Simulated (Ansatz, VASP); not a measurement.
**Hf2Pd2Se2Br2O3: VASP beside Ansatz**

The input INCAR:

```
PREC = Accurate
ENCUT = 600
EDIFF = 1E-6
ISMEAR = 0
SIGMA = 0.15
LREAL = F
LASPH = T
NELM = 80
ALGO = Normal
ISIF = 3
LWAVE = F
LCHARG = F
GGA = PE
IBRION = 2
NSW = 36
EDIFFG = -0.08
```

KPOINTS

```
regular mesh
0
Gamma
  3 3 2
```

POSCAR

```
Hf2Pd2Se2Br2O3
1.0
    5.7351058400      0.0000000000      0.0000000000
   -2.8675529200      4.9667473500      0.0000000000
    0.0000000000      0.0000000000      9.4188425300
Hf Pd Se Br O
2 2 2 2 3
Direct
    0.3333333300      0.6666666700      0.0000000000
    0.6666666700      0.3333333300      0.0000000000
    0.0000000000      0.0000000000      0.2526832900
    0.0000000000      0.0000000000      0.7473167100
    0.3333333300      0.6666666700      0.5000000000
    0.6666666700      0.3333333300      0.5000000000
    0.0000000000      0.0000000000      0.5000000000
    0.0000000000      0.0000000000      0.0000000000
    0.5000000000      0.0000000000      0.0000000000
    0.0000000000      0.5000000000      0.0000000000
    0.5000000000      0.5000000000      0.0000000000
```

Input for Ansatz:

```yaml
crystal:
  lattice:
    - [5.73510584, 0.0, 0.0]
    - [-2.86755292, 4.96674735, 0.0]
    - [0.0, 0.0, 9.41884253]
  atoms:
    - { symbol: Hf, position: [0.33333333, 0.66666667, 0.0] }
    - { symbol: Hf, position: [0.66666667, 0.33333333, 0.0] }
    - { symbol: Pd, position: [0.0, 0.0, 0.25268329] }
    - { symbol: Pd, position: [0.0, 0.0, 0.74731671] }
    - { symbol: Se, position: [0.33333333, 0.66666667, 0.5] }
    - { symbol: Se, position: [0.66666667, 0.33333333, 0.5] }
    - { symbol: Br, position: [0.0, 0.0, 0.5] }
    - { symbol: Br, position: [0.0, 0.0, 0.0] }
    - { symbol: O, position: [0.5, 0.0, 0.0] }
    - { symbol: O, position: [0.0, 0.5, 0.0] }
    - { symbol: O, position: [0.5, 0.5, 0.0] }
basis:
  ecutwfc: 420
kpoints:
  mp_grid: { grid: [3, 3, 2] }
hamiltonian:
  xc: pbe
scf:
  occupations: { method: gaussian, width: 0.15 }
  lower_state_search: "off"
output:
  forces: true
  stress: true
  eigenvalues: true
relax:
  adjacent_minimum: "off"
  f_tol: 0.08
  max_steps: 16
  cell: { stress_tol: 0.8 }
```

Alike in both runs: task relaxation of cell and atoms; functional PBE; k mesh 3 × 3 × 2; occupations gaussian, width 0.15 eV; no spin polarisation.

|  | VASP | Ansatz |
| --- | --- | --- |
| version | VASP 6.6.1 | Ansatz 0.2.0 |
| potentials or method | VASP PAW PBE potentials, release 64 (Hf_pv, Pd, Se, Br, O), cutoff 600 eV | scalar-relativistic, plane waves, PAW |
| valence electrons in the cell | 84 | 152 |

|  | VASP | Ansatz | Ansatz less VASP |
| --- | --- | --- | --- |
| gap on the k mesh at the Fermi level, each at its own relaxed structure (eV) | none | none | - |
| relaxed volume (Å³/atom) | 31.81 | 31.90 | +0.082 |
| relaxed cell length with the largest relative difference (Å) | 9.186 | 9.210 | +0.0233 |

A gap of «none» marks a metal or a gap that the smearing closes. VASP's potentials hold 84 valence electrons a cell and Ansatz's 152, so a difference there can come from the potentials and not from the codes.

The k mesh is coarse, so the values compare programs but aren't converged. Spin-orbit coupling is off throughout. Noted on VASP's run: the volume moved by over 15 % at a fixed basis, so the end points are rough.
